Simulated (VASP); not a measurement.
A run of VASP 6.6.1 is set up as follows.

The input INCAR:

```
SYSTEM = C
PREC     = Accurate       ! precision mode
ENCUT    = 520            ! plane-wave cutoff, eV
EDIFF    = 1E-6           ! SCF threshold, eV
ISMEAR   = 0              ! smearing method
SIGMA    = 0.05           ! smearing width, eV
LREAL    = .False.        ! projectors in reciprocal space
LASPH    = .True.         ! aspherical terms in the spheres
NELM     = 100            ! most SCF steps
ALGO     = Normal         ! electronic algorithm
ISIF     = 2              ! what is computed and relaxed
LWAVE    = .False.        ! write WAVECAR
LCHARG   = .True.         ! write CHGCAR
GGA      = PS             ! functional
LELF     = .True.         ! ELF
LVHAR    = .True.       
NBANDS   = 11             ! bands
```

KPOINTS

```
regular mesh
0
Gamma
  12 12 12
  0 0 0
```

File POSCAR:

```
C
1.0
    0.0000000000      1.6407280000      1.6407280000
    1.6407280000      0.0000000000      1.6407280000
    1.6407280000      1.6407280000      0.0000000000
C
2
Direct
    0.5000000000      0.5000000000      0.5000000000
    0.7500000000      0.7500000000      0.7500000000
```

Potentials or basis: VASP PAW PBE potentials, release 64 (C).

The run is started by

```sh
$ cat potpaw_PBE.64/C/POTCAR > POTCAR
$ mpirun -np 1 vasp_std > vasp.out
```

**Question.** What does it give for the pressure?

**Answer.** 167.8 GPa.

**Question.** Estimate the band gap on the k mesh.

**Answer.** 4.65 eV, indirect (least direct gap 6.23 eV).

Caveat: the cell differs from its parent crystal (strain -0.080 along x and y, -0.080 along z); the PAW data sets were made with another functional, which shifts forces and pressure a little. A k mesh can miss the band edges.
